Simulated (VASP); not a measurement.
Here is a VASP 6.6.1 calculation.

Contents of INCAR:

```
SYSTEM = CdSe
PREC = Accurate
ENCUT = 600
EDIFF = 1E-6
ISMEAR = 0
SIGMA = 0.02
LREAL = .False.
LASPH = .True.
NELM = 60
ALGO = Normal
ISIF = 3
LWAVE = .False.
LCHARG = .False.
GGA = PE
IBRION = 2
NSW = 100
EDIFFG = -0.01
```

KPOINTS

```
Automatic mesh
0
Gamma
  6 6 4
  0 0 0
```

The input POSCAR:

```
CdSe
1.0
    4.2985000500      0.0000000000      0.0000000000
   -2.1492500300      3.7226102500      0.0000000000
    0.0000000000      0.0000000000      7.0152001400
Cd Se
2 2
Direct
    0.6666666700      0.3333333300      0.0000000000
    0.3333333300      0.6666666700      0.5000000000
    0.6666666700      0.3333333300      0.3750000000
    0.3333333300      0.6666666700      0.8750000000
```

Potentials or basis: VASP PAW PBE potentials, release 64 (Cd, Se).

Launch:

```sh
$ cat potpaw_PBE.64/Cd/POTCAR potpaw_PBE.64/Se/POTCAR > POTCAR
$ mpirun -np 1 vasp_std > vasp.out
```

Q: Estimate the relaxed volume.

A: 29.90 Å³/atom.

Q: Estimate the band gap on the k mesh.

A: 0.53 eV.

Q: Predict the relaxed cell.

A: a = 4.388 Å, b = 4.388 Å, c = 7.170 Å, α = 90.00°, β = 90.00°, γ = 120.00°.

Step by step:
| step | energy change (eV) | largest force (eV/Å) | pressure (GPa) | volume (Å³) |
| --- | --- | --- | --- | --- |
| 1 | 0.0000 | 0.0199 | 3.27 | 112.25 |
| 2 | -0.0654 | 0.0060 | -0.78 | 121.82 |
| 3 | -0.0709 | 0.0083 | -0.01 | 119.59 |

Caveat: semilocal functionals underestimate gaps, and a narrow one can read as zero. PBE usually gives volumes a little too large and moduli too small.
